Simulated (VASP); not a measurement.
HfB:

```xyz
2
Lattice="0.0000 2.3100 2.3100 2.3100 0.0000 2.3100 2.3100 2.3100 0.0000" Properties=species:S:1:pos:R:3 pbc="T T T"
Hf    2.3100    2.3100    2.3100
B     0.0000    0.0000    0.0000
```

```yaml
Program: VASP 6.6.1
Task: relaxation of cell and atoms
Functional: PBEsol
Dispersion: D4
Potentials_or_basis: VASP PAW PBE potentials, release 64 (Hf_pv, B)
Cutoff: 600 eV
k_mesh: 10 × 10 × 10
Occupations: fermi-dirac, width 0.05 eV
Spin: no spin polarisation
```

At the start: pressure 21.7 GPa; volume 12.33 Å³/atom.

Question: How do energy, volume and symmetry change on relaxing?

Answer: Over 4 steps the energy falls by 79.1 meV/atom and the volume is 13.59 Å³/atom (+10.3 %); space group Fm-3m (No. 225, to 0.05 Å).

Step by step:
```
step  energy change (eV)  largest force (eV/Å)  pressure (GPa)  volume (Å³)
   1              0.0000                0.0000           21.71        24.65
   2              0.1045                0.0000          -19.21        31.11
   3             -0.1580                0.0000           -0.56        27.26
   4             -0.1581                0.0000           -0.09        27.19
```

Final structure:
```
Hf B
1.0
     0.00000    2.38662    2.38662
     2.38662    0.00000    2.38662
     2.38662    2.38662    0.00000
Hf B
1 1
Direct
  0.50000 0.50000 0.50000
  0.00000 0.00000 0.00000
```

Caveat: the PAW data sets were made with another functional, which shifts forces and pressure a little; the volume moved by +10 % from the deposited cell, more than functionals usually miss; pairwise dispersion overbinds metals, which lowers pressure and volume.
